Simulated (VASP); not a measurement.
A run of VASP 6.6.1:

INCAR

```
SYSTEM = SiO2
  ALGO = Normal
  EDIFF = 1E-6
  ENCUT = 520
  ISIF = 2
  ISMEAR = 0
  LASPH = .TRUE.
  LCHARG = .FALSE.
  LREAL = .FALSE.
  LWAVE = .FALSE.
  NBANDS = 44
  NELM = 80
  PREC = Accurate
  SIGMA = 0.02
```

The input KPOINTS:

```
k-points
0
G
  6 6 4
  0 0 0
```

File POSCAR:

```
SiO2
1.0
    4.7998953558      0.0000000000      0.0000000000
    0.0000000000      4.7998953558      0.0000000000
    0.0000000000      0.0000000000      7.0021102017
Si O
4 8
Direct
    0.1900032494      0.1900032494      0.0000000000
    0.3099967506      0.6900032494      0.7500000000
    0.6900032494      0.3099967506      0.2500000000
    0.8099967506      0.8099967506      0.5000000000
    0.6250116229      0.7350850332      0.6878640091
    0.3749883771      0.2649149668      0.1878640091
    0.7350850332      0.6250116229      0.3121359909
    0.2350850332      0.8749883771      0.9378640091
    0.2649149668      0.3749883771      0.8121359909
    0.1250116229      0.7649149668      0.5621359909
    0.8749883771      0.2350850332      0.0621359909
    0.7649149668      0.1250116229      0.4378640091
```

Potentials or basis: VASP PAW LDA potentials, release 64 (Si, O).

Command:

```console
$ cat potpaw_LDA.64/Si/POTCAR potpaw_LDA.64/O/POTCAR > POTCAR
$ mpirun -np 1 vasp_std > vasp.out
```

Hardware: 1 thread of AMD EPYC 9R45 96-Core Processor (Zen 5) (shared host).

Estimate the wall time of this run.

Wall time 91 s on 1 thread of AMD EPYC 9R45 96-Core Processor (Zen 5), with other jobs on the host, peak memory 0.26 GiB. Counts: scf iterations 13, k points 30.
